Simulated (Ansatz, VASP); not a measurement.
One calculation of Zr, two programs

INCAR

```
SYSTEM = Zr
PREC     = Accurate       ! precision mode
ENCUT    = 520            ! plane-wave cutoff, eV
EDIFF    = 1E-6           ! SCF threshold, eV
ISMEAR   = -1             ! smearing method
SIGMA    = 0.08           ! smearing width, eV
LREAL    = .FALSE.        ! projectors in reciprocal space
LASPH    = .TRUE.         ! aspherical terms in the spheres
NELM     = 60             ! most SCF steps
ALGO     = Normal         ! electronic algorithm
ISIF     = 2              ! what is computed and relaxed
LWAVE    = .FALSE.        ! write WAVECAR
LCHARG   = .TRUE.         ! write CHGCAR
GGA      = PE             ! functional
LELF     = .TRUE.         ! ELF
LVHAR    = .TRUE.       
NBANDS   = 19             ! bands
```

KPOINTS

```
regular mesh
0
G
  13 13 7
  0 0 0
```

File POSCAR:

```
Zr
1.0
    3.2319982225      0.0000000000      0.0000000000
   -1.6159991112      2.7989925656      0.0000000000
    0.0000000000      0.0000000000      5.0955300000
Zr
2
Direct
    0.3333333333      0.6666666667      0.2500000000
    0.6666666667      0.3333333333      0.7500000000
```

Input for Ansatz:

```yaml
crystal:
  lattice:
    - [3.2319982225, 0.0, 0.0]
    - [-1.6159991112, 2.7989925656, 0.0]
    - [0.0, 0.0, 5.09553]
  atoms:
    - { symbol: Zr, position: [0.3333333333, 0.6666666667, 0.25] }
    - { symbol: Zr, position: [0.6666666667, 0.3333333333, 0.75] }
kpoints:
  mp_grid: { grid: [13, 13, 7] }
  band_path:
    path:
      - [0.0, 0.0, 0.0]
      - [0.5, 0.0, 0.0]
      - [0.3333333333, 0.3333333333, 0.0]
      - [0.0, 0.0, 0.0]
      - [0.0, 0.0, 0.5]
      - [0.5, 0.0, 0.5]
      - [0.3333333333, 0.3333333333, 0.5]
      - [0.0, 0.0, 0.5]
      - [0.5, 0.0, 0.5]
    npoints: 5
scf:
  occupations: { method: fermi_dirac, width: 0.08 }
hamiltonian:
  xc: pbe
  pseudopotentials: { kind: all_electron, lapw: { basis_error: 0.001 } }
output:
  forces: true
  stress: true
  eigenvalues: true
```

Change from the starting cell: zz strain of -1 %.

Alike in both runs: task single point; functional PBE; k mesh 13 × 13 × 7; occupations fermi-dirac, width 0.08 eV; no spin polarisation.

```csv
,VASP,Ansatz
version,VASP 6.6.1,Ansatz 0.2.0
potentials or method,"VASP PAW PBE potentials, release 64 (Zr_sv), cutoff 520 eV","all-electron LAPW, scalar-relativistic"
```

|  | VASP | Ansatz | Ansatz less VASP |
| --- | --- | --- | --- |
| pressure (GPa) | 1.6 | 1.5 | -0.01 |
| traceless stress, the component that is largest in VASP (GPa) | 1.13 | 1.13 | +0.003 |

Ansatz ran all-electron here, and VASP with PAW potentials.
